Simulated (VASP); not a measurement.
Here is a VASP 6.6.1 calculation.

Contents of INCAR:

```
SYSTEM = Al
ALGO = Normal
EDIFF = 1E-7
EDIFFG = -0.04
ENCUT = 600
GGA = PE
IBRION = 2
ISIF = 3
ISMEAR = 0
LASPH = .True.
LCHARG = .False.
LREAL = .False.
LWAVE = .False.
NELM = 80
NSW = 90
PREC = Accurate
SIGMA = 0.1
```

Contents of KPOINTS:

```
k-points
0
Gamma
  8 8 8
  0 0 0
```

POSCAR

```
Al
1.0
   -2.4655934800      2.5094652100      1.3380889900
    2.4655934800     -2.5094652100      1.3380889900
    2.4655934800      2.5094652100     -1.3380889900
Al
2
Direct
    0.3750000000      0.1250000000      0.2500000000
    0.6250000000      0.8750000000      0.7500000000
```

Potentials or basis: VASP PAW PBE potentials, release 64 (Al).

Launch:

```console
$ cat potpaw_PBE.64/Al/POTCAR > POTCAR
$ mpirun -np 1 vasp_std > vasp.out
```

Estimate the relaxed volume.

19.22 Å³/atom.

What does it give for the relaxed cell?

a = 3.991 Å, b = 3.991 Å, c = 3.991 Å, α = 96.78°, β = 96.69°, γ = 139.94°.

Final structure:
```
Al
1.0
    -2.65033    2.65270    1.36715
     2.65033   -2.65270    1.36715
     2.65033    2.65270   -1.36715
Al
2
Direct
  0.37344 0.12344 0.25000
  0.62656 0.87656 0.75000
```

Caveat: the volume moved by over 15 % at a fixed basis, so the end points are rough.
